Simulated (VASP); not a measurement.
## Al2O3: relaxation of cell and atoms with PBEsol

The system is Al2O3.

```
Al O
1.0
     3.01748    0.00000    0.00000
    -1.50874    2.61322    0.00000
     0.00000    0.00000    7.57464
Al O
2 3
Cartesian
  0.0000 0.0000 2.1054
  0.0000 0.0000 5.4693
  0.0000 1.7421 1.5108
  1.5087 0.8711 6.0638
  0.0000 0.0000 3.7873
```

| Quantity | Value |
| --- | --- |
| Program | VASP 6.6.1 |
| Task | relaxation of cell and atoms |
| Functional | PBEsol |
| Potentials or basis | VASP PAW PBE potentials, release 64 (Al, O_h) |
| Cutoff | 1340 eV |
| k mesh | 12 × 12 × 4 |
| Occupations | gaussian, width 0.01 eV |
| Spin | no spin polarisation |
| Dipole correction | no |
| Further INCAR settings | ALGO = Normal; EDIFF = 1e-07; IBRION = 2; EDIFFG = -0.01; NSW = 100; ISIF = 3 |

The relaxed volume is 11.89 Å³/atom. The relaxed cell is a = 2.988 Å, b = 2.988 Å, c = 7.691 Å, α = 90.00°, β = 90.00°, γ = 120.00°, the space group after relaxing (to 0.1 Å) is P-3m1 (No. 164) and the energy gained by relaxing is 3.9 meV/atom. The ionic steps are 16 and the pressure after relaxing is -0.1 GPa. The largest force after relaxing is 0.008 eV/Å and the band gap on the k mesh is 2.34 eV.

Forces in eV/Å, atoms in the order of the input:
```
Al   0.000  0.000  0.005
Al   0.000  0.000 -0.005
O    0.000  0.000  0.008
O    0.000  0.000 -0.008
O    0.000  0.000  0.000
```

Step by step:
```csv
step,energy change (eV),largest force (eV/Å),pressure (GPa),volume (Å³)
1,0.0000,0.1705,-3.71,59.73
2,-0.0038,0.2340,3.69,57.37
3,-0.0167,0.0669,0.09,58.45
4,-0.0162,0.2837,-0.01,58.37
5,-0.0175,0.0859,0.04,58.42
6,-0.0179,0.0181,0.04,58.42
7,-0.0179,0.0234,0.04,58.42
8,-0.0180,0.0229,0.04,58.44
9,-0.0181,0.0216,0.05,58.49
10,-0.0184,0.0175,0.08,58.60
11,-0.0189,0.0097,0.14,58.82
12,-0.0194,0.0205,0.28,59.26
13,-0.0195,0.0046,0.14,59.33
14,-0.0195,0.0226,0.00,59.40
15,-0.0195,0.0109,-0.04,59.44
16,-0.0195,0.0078,-0.06,59.45
```

Final structure:
```
CELL_PARAMETERS angstrom
2.98769 0.00000 0.00000
-1.49385 2.58742 0.00000
0.00000 0.00000 7.69084
ATOMIC_POSITIONS crystal
Al 0.00000 0.00000 0.28240
Al 0.00000 0.00000 0.71760
O 0.33333 0.66667 0.20493
O 0.66667 0.33333 0.79507
O 0.00000 0.00000 0.50000
```

Levels at points of the mesh, in eV from the valence-band top:
| k point | band 9 | band 10 | band 11 | band 12 | band 13 | band 14 | band 15 | band 16 |
| --- | --- | --- | --- | --- | --- | --- | --- | --- |
| (0.00, 0.00, 0.00) | -3.79 | -2.49 | 0.00 | 0.00 | 2.34 | 4.30 | 7.23 | 10.17 |
| (0.50, 0.00, 0.00) | -3.62 | -3.25 | -1.86 | -0.51 | 4.51 | 6.12 | 8.26 | 8.92 |
| (0.00, 0.00, 0.50) | -3.78 | -3.15 | 0.00 | 0.00 | 3.29 | 3.32 | 8.06 | 8.49 |
| (0.50, 0.00, 0.50) | -3.54 | -3.44 | -1.80 | -0.51 | 4.90 | 5.60 | 8.15 | 8.64 |

Run time: 18 min on 1 thread of Intel(R) Xeon(R) 6975P-C (Granite Rapids), with other jobs on the host, peak memory 0.52 GiB.

Caveat: the PAW data sets were made with another functional, which shifts forces and pressure a little. A k mesh can miss the band edges.
